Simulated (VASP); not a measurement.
# Rb (I4/mmm) in VASP: a series of runs, part 2 of 2

VASP 6.6.1.

## 3. Single point, PBEsol (biaxial strain in the a-b plane: +2.0 %, then relaxed in part)

Contents of INCAR:

```
ALGO = Fast
EDIFF = 1E-7
ENCUT = 520
GGA = PS
ISIF = 2
ISMEAR = 0
LASPH = T
LCHARG = T
LELF = T
LREAL = F
LVHAR = T
LWAVE = F
NBANDS = 16
NELM = 60
PREC = Accurate
SIGMA = 0.1
```

Contents of KPOINTS:

```
k-points
0
Gamma
  10 10 10
```

Contents of POSCAR:

```
Rb
1.0
    5.6832850857      0.0000000000      0.0000000000
    0.0000000000      5.6832850857      0.0000000000
    0.0000000000      0.0000000000      5.3653359203
Rb
2
Direct
    0.0000000000      0.0000000000      0.0000000000
    0.5000000000      0.5000000000      0.5000000000
```

Potentials or basis: VASP PAW PBE potentials, release 64 (Rb_sv).

Run with:

```console
> cat potpaw_PBE.64/Rb_sv/POTCAR > POTCAR
> mpirun -np 1 vasp_std > vasp.out
```

It took 4.9 min on 1 thread of Intel Xeon Platinum 8124M at 3.00GHz (Skylake/Cascade Lake), shared host; peak memory 0.43 GiB.

The run converged. Its results:

```yaml
Free_energy: -2.0529 eV
Pressure: 0.0 GPa
Band_gap_on_the_k_mesh: zero (bands 9 and 10 overlap by 1.97 eV)
```

Levels at points of the mesh, in eV from the Fermi level:
```csv
k point,band 5,band 6,band 7,band 8,band 9,band 10,band 11,band 12,band 13,band 14
"(0.00, 0.00, 0.00)",-12.95,-12.88,-12.88,-12.88,-2.05,1.15,1.30,3.17,3.17,3.52
"(0.50, 0.00, 0.00)",-12.92,-12.92,-12.92,-12.92,-0.68,-0.68,2.32,2.32,2.96,2.96
"(0.50, 0.50, 0.00)",-12.91,-12.91,-12.88,-12.88,0.15,0.15,0.72,0.72,2.81,2.81
"(0.00, 0.00, 0.50)",-12.92,-12.92,-12.92,-12.92,-0.53,-0.53,2.35,2.35,2.97,2.97
"(0.50, 0.00, 0.50)",-12.92,-12.92,-12.88,-12.88,0.25,0.25,0.86,0.86,2.49,2.49
"(0.50, 0.50, 0.50)",-12.93,-12.93,-12.93,-12.93,1.29,1.29,1.29,1.29,1.35,1.35
```

Caveat: the cell differs from its parent crystal (biaxial strain in the a-b plane: +2.0 %, then relaxed in part); the PAW data sets were made with another functional, which shifts forces and pressure a little.

## 4. Single point, PBEsol (biaxial strain in the a-b plane: +4.0 %, then relaxed in part)

Contents of INCAR:

```
SYSTEM = Rb
PREC = Accurate ; ENCUT = 520
EDIFF = 1E-6 ; ISMEAR = 0
SIGMA = 0.1 ; LREAL = .False.
LASPH = .True. ; NELM = 60
ALGO = Fast ; ISIF = 2
LWAVE = .False. ; LCHARG = .False.
GGA = PS ; NBANDS = 16
```

Contents of KPOINTS:

```
Automatic mesh
0
Gamma
  10 10 10
  0 0 0
```

Contents of POSCAR:

```
Rb
1.0
    5.7947220481      0.0000000000      0.0000000000
    0.0000000000      5.7947220481      0.0000000000
    0.0000000000      0.0000000000      5.2438983961
Rb
2
Direct
    0.0000000000      0.0000000000      0.0000000000
    0.5000000000      0.5000000000      0.5000000000
```

Run with:

```console
> cat potpaw_PBE.64/Rb_sv/POTCAR > POTCAR
> mpirun -np 1 vasp_std > vasp.out
```

Wall time 3.9 min (1 thread of Intel Xeon Platinum 8124M at 3.00GHz (Skylake/Cascade Lake), shared host); peak memory 0.47 GiB.

It converged, with:

```yaml
Free_energy: -2.0511 eV
Pressure: -0.1 GPa
Band_gap_on_the_k_mesh: zero (bands 9 and 10 overlap by 1.99 eV)
```

Stress tensor (GPa, compression positive):
```
-0.08  0.00  0.00
 0.00 -0.08  0.00
 0.00  0.00  0.00
```

Levels at points of the mesh, in eV from the Fermi level:
```csv
k point,band 7,band 8,band 9,band 10,band 11,band 12
"(0.00, 0.00, 0.00)",-12.88,-12.88,-2.02,1.12,1.36,3.01
"(0.50, 0.00, 0.00)",-12.91,-12.91,-0.70,-0.70,2.31,2.31
"(0.50, 0.50, 0.00)",-12.88,-12.88,0.11,0.11,0.66,0.66
"(0.00, 0.00, 0.50)",-12.92,-12.92,-0.43,-0.43,2.38,2.38
"(0.50, 0.00, 0.50)",-12.89,-12.89,0.30,0.30,0.90,0.90
"(0.50, 0.50, 0.50)",-12.93,-12.93,1.29,1.29,1.29,1.29
```

Caveat: the cell differs from its parent crystal (biaxial strain in the a-b plane: +4.0 %, then relaxed in part); the PAW data sets were made with another functional, which shifts forces and pressure a little.

## 5. Single point, PBEsol (biaxial strain in the a-b plane: +6.0 %, then relaxed in part)

Contents of INCAR:

```
SYSTEM = Rb
PREC     = Accurate       ! precision mode
ENCUT    = 520            ! plane-wave cutoff, eV
EDIFF    = 1E-7           ! SCF threshold, eV
ISMEAR   = 0              ! smearing method
SIGMA    = 0.1            ! smearing width, eV
LREAL    = .False.        ! projectors in reciprocal space
LASPH    = .True.         ! aspherical terms in the spheres
NELM     = 60             ! most SCF steps
ALGO     = Fast           ! electronic algorithm
ISIF     = 2              ! what is computed and relaxed
LWAVE    = .False.        ! write WAVECAR
LCHARG   = .True.         ! write CHGCAR
GGA      = PS             ! functional
LELF     = .True.         ! ELF
LVHAR    = .True.       
NBANDS   = 16             ! bands
```

Contents of KPOINTS:

```
regular mesh
0
Gamma
  10 10 10
  0 0 0
```

Contents of POSCAR:

```
Rb
1.0
    5.9061590106      0.0000000000      0.0000000000
    0.0000000000      5.9061590106      0.0000000000
    0.0000000000      0.0000000000      5.1506434564
Rb
2
Direct
    0.0000000000      0.0000000000      0.0000000000
    0.5000000000      0.5000000000      0.5000000000
```

Potentials or basis: VASP PAW PBE potentials, release 64 (Rb_sv).

Run with:

```console
> cat potpaw_PBE.64/Rb_sv/POTCAR > POTCAR
> mpirun -np 1 vasp_std > vasp.out
```

OUTCAR:

```text
SYSTEM = Rb
   PREC = Accurate
   ENCUT = 520
   EDIFF = 1E-7
   ISMEAR = 0
   LREAL = .False.
   LASPH = .True.
   NELM = 60
   ISIF = 2
   GGA = PS

 ion  position               nearest neighbor table
   1  0.000  0.000  0.000-   2 4.91   2 4.91   2 4.91   2 4.91   2 4.91   2 4.91   2 4.91   2 4.91

   2  0.500  0.500  0.500-   1 4.91   1 4.91   1 4.91   1 4.91   1 4.91   1 4.91   1 4.91   1 4.91

  LATTYP: Found a simple tetragonal cell.
 ALAT       =     5.9061590106
 C/A-ratio  =     0.8720800519

  Lattice vectors:

 A1 = (   5.9061590106,   0.0000000000,   0.0000000000)
[... 650 lines left out ...]
      6     -12.9425      2.00000
[... 8 lines left out ...]
     15       3.3645      0.00000
     16       4.0304      0.00000

 [... further k-points ...]
[... 5 lines left out ...]
  --------------------------------------------------------------------------------------
  -------------------------------------------------------------------------------------
  Total       -0.1658913     -0.1658913     -0.0038820      0.0000000      0.0000000      0.0000000
  in kB       -1.4793212     -1.4793212     -0.0346174      0.0000000      0.0000000      0.0000000
  external PRESSURE =      -0.9977532 kB  Pullay stress =       0.0000000 kB

 VOLUME and BASIS-vectors are now :
 -----------------------------------------------------------------------------
  energy-cutoff  :      520.00
  volume of cell :      179.67
      direct lattice vectors                 reciprocal lattice vectors
     5.906159011  0.000000000  0.000000000     0.169314778  0.000000000  0.000000000
     0.000000000  5.906159011  0.000000000     0.000000000  0.169314778  0.000000000
     0.000000000  0.000000000  5.150643456     0.000000000  0.000000000  0.194150500

 POSITION                                       TOTAL-FORCE (eV/Angst)
 -----------------------------------------------------------------------------------
      0.00000      0.00000      0.00000         0.000000      0.000000     -0.000000
      2.95308      2.95308      2.57532        -0.000000     -0.000000      0.000000
 -----------------------------------------------------------------------------------
    total drift:                                0.000000     -0.000000     -0.000000

  FREE ENERGIE OF THE ION-ELECTRON SYSTEM (eV)
  ---------------------------------------------------
  free  energy   TOTEN  =        -2.0464269244 eV

  energy  without entropy=       -2.0377741647  energy(sigma->0) =       -2.04210054
```

It took 5.8 min on 1 thread of Intel Xeon Platinum 8124M at 3.00GHz (Skylake/Cascade Lake), shared host; peak memory 0.47 GiB.

Results:

```
Free energy            : -2.0464 eV
Pressure               : -0.1 GPa
Band gap on the k mesh : zero (bands 9 and 10 overlap by 2.00 eV)
```

Levels at points of the mesh, in eV from the Fermi level:
```tsv
k point	band 7	band 8	band 9	band 10	band 11	band 12
(0.00, 0.00, 0.00)	-12.89	-12.89	-1.98	1.09	1.40	2.85
(0.50, 0.00, 0.00)	-12.91	-12.91	-0.72	-0.72	2.29	2.29
(0.50, 0.50, 0.00)	-12.89	-12.89	0.07	0.07	0.60	0.60
(0.00, 0.00, 0.50)	-12.93	-12.93	-0.35	-0.35	2.40	2.40
(0.50, 0.00, 0.50)	-12.90	-12.90	0.34	0.34	0.93	0.93
(0.50, 0.50, 0.50)	-12.93	-12.93	1.28	1.28	1.28	1.28
```

Caveat: the cell differs from its parent crystal (biaxial strain in the a-b plane: +6.0 %, then relaxed in part); the PAW data sets were made with another functional, which shifts forces and pressure a little.

## 6. The runs side by side

| cell | further INCAR settings | gap on the mesh (eV) | pressure (GPa) |
| --- | --- | --- | --- |
| a = 5.460, b = 5.460, c = 5.814 Å, 2 atoms | ALGO = Fast; EDIFF = 1e-06; NBANDS = 16 | none | 0.0 |
| a = 5.683, b = 5.683, c = 5.365 Å, 2 atoms | ALGO = Fast; EDIFF = 1e-07; NBANDS = 16 | none | 0.0 |
| a = 5.795, b = 5.795, c = 5.244 Å, 2 atoms | ALGO = Fast; EDIFF = 1e-06; NBANDS = 16 | none | -0.1 |
| a = 5.906, b = 5.906, c = 5.151 Å, 2 atoms | ALGO = Fast; EDIFF = 1e-07; NBANDS = 16 | none | -0.1 |

Alike in all rows: task single point; level PBEsol; potentials or basis VASP PAW PBE potentials, release 64 (Rb_sv); no spin polarisation; k mesh 10 × 10 × 10; cutoff (eV) 520; smearing gaussian 0.1 eV.

Caveats: the PAW data sets were made with another functional, which shifts forces and pressure a little.

Absolute energies hang on the potentials; compare differences alone.
